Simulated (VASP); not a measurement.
Write the native input for VASP 6.6.1 that does the following.

```
Task                   : single point
Functional             : PBEsol
Potentials or basis    : VASP PAW PBE potentials, release 64 (Ta_pv)
Cutoff                 : 520 eV
k mesh                 : 20 × 20 × 20
Occupations            : gaussian, width 0.15 eV
Spin                   : no spin polarisation
Dipole correction      : no
Further INCAR settings : ALGO = Fast; EDIFF = 1e-06; NBANDS = 12
```

The structure of Ta lies in POSCAR:

```
Ta
1.0
   -1.6017416000      1.6017416000      1.6760492000
    1.6017416000     -1.6017416000      1.6760492000
    1.6017416000      1.6017416000     -1.6760492000
Ta
1
Direct
    0.0000000000      0.0000000000      0.0000000000
```

This cell differs from its parent crystal: strain -0.030 along x and y, +0.015 along z.

These files were run (other wordings do the same):

INCAR

```
SYSTEM = Ta
  PREC = Accurate
  ENCUT = 520
  EDIFF = 1E-6
  ISMEAR = 0
  SIGMA = 0.15
  LREAL = .FALSE.
  LASPH = .TRUE.
  NELM = 100
  ALGO = Fast
  ISIF = 2
  LWAVE = .FALSE.
  LCHARG = .FALSE.
  GGA = PS
  NBANDS = 12
```

KPOINTS

```
Automatic mesh
0
G
  20 20 20
  0 0 0
```

Potentials or basis: VASP PAW PBE potentials, release 64 (Ta_pv).

Launch:

```sh
$ cat potpaw_PBE.64/Ta_pv/POTCAR > POTCAR
$ mpirun -np 1 vasp_std > vasp.out
```

It gave:

* Pressure: 6.4 GPa
* Band gap on the k mesh: zero (an odd number of electrons rules out a gap without spin polarisation)

Caveat: the cell differs from its parent crystal (strain -0.030 along x and y, +0.015 along z); the cell stands under pressure; the PAW data sets were made with another functional, which shifts forces and pressure a little; spin-orbit coupling is left out, which moves the levels of the heavy elements.

Wall time 2 min on 1 thread of Intel Xeon 8259CL, on a shared host, peak memory 0.25 GiB.
